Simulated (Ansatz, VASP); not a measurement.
## In2GeS2: VASP beside Ansatz

File INCAR:

```
SYSTEM = In2GeS2
ALGO = Normal
EDIFF = 1E-7
EDIFFG = -0.04
ENCUT = 600
GGA = PE
IBRION = 2
ISIF = 3
ISMEAR = 0
LASPH = .TRUE.
LCHARG = .FALSE.
LREAL = .FALSE.
LWAVE = .FALSE.
NELM = 80
NSW = 90
PREC = Accurate
SIGMA = 0.1
```

File KPOINTS:

```
k-points
0
G
  6 6 2
  0 0 0
```

POSCAR

```
In2GeS2
1.0
    3.7456654300      0.0000000000      0.0000000000
   -1.8728327100      3.2438414100      0.0000000000
    0.0000000000      0.0000000000     10.1555141200
In Ge S
2 1 2
Direct
    0.6666666700      0.3333333300      0.2917240000
    0.3333333300      0.6666666700      0.7082760000
    0.0000000000      0.0000000000      0.0000000000
    0.6666666700      0.3333333300      0.8726159900
    0.3333333300      0.6666666700      0.1273840100
```

Input for Ansatz:

```yaml
crystal:
  lattice:
    - [3.74566543, 0.0, 0.0]
    - [-1.87283271, 3.24384141, 0.0]
    - [0.0, 0.0, 10.15551412]
  atoms:
    - { symbol: In, position: [0.66666667, 0.33333333, 0.291724] }
    - { symbol: In, position: [0.33333333, 0.66666667, 0.708276] }
    - { symbol: Ge, position: [0.0, 0.0, 0.0] }
    - { symbol: S, position: [0.66666667, 0.33333333, 0.87261599] }
    - { symbol: S, position: [0.33333333, 0.66666667, 0.12738401] }
basis:
  ecutwfc: 420
kpoints:
  mp_grid: { grid: [6, 6, 2] }
hamiltonian:
  xc: pbe
scf:
  occupations: { method: gaussian, width: 0.1 }
  lower_state_search: "off"
output:
  forces: true
  stress: true
  eigenvalues: true
relax:
  adjacent_minimum: "off"
  f_tol: 0.04
  max_steps: 70
  cell: { stress_tol: 0.4 }
```

Change from the starting cell: species swapped into the Na2HfN2 type (P-3m1, No. 164).

Alike in both runs: task relaxation of cell and atoms; functional PBE; k mesh 6 × 6 × 2; occupations gaussian, width 0.1 eV; no spin polarisation.

|  | VASP | Ansatz |
| --- | --- | --- |
| version | VASP 6.6.1 | Ansatz 0.2.0 |
| potentials or method | VASP PAW PBE potentials, release 64 (In_d, Ge_d, S), cutoff 600 eV | scalar-relativistic, plane waves, PAW |
| valence electrons in the cell | 52 | 52 |

|  | VASP | Ansatz | Ansatz less VASP |
| --- | --- | --- | --- |
| gap on the k mesh at the Fermi level, each at its own relaxed structure (eV) | none | none | - |
| relaxed volume (Å³/atom) | 24.77 | 24.54 | -0.227 |
| relaxed cell length with the largest relative difference (Å) | 9.351 | 9.254 | -0.0972 |

A gap of «none» marks a metal or a gap that the smearing closes.
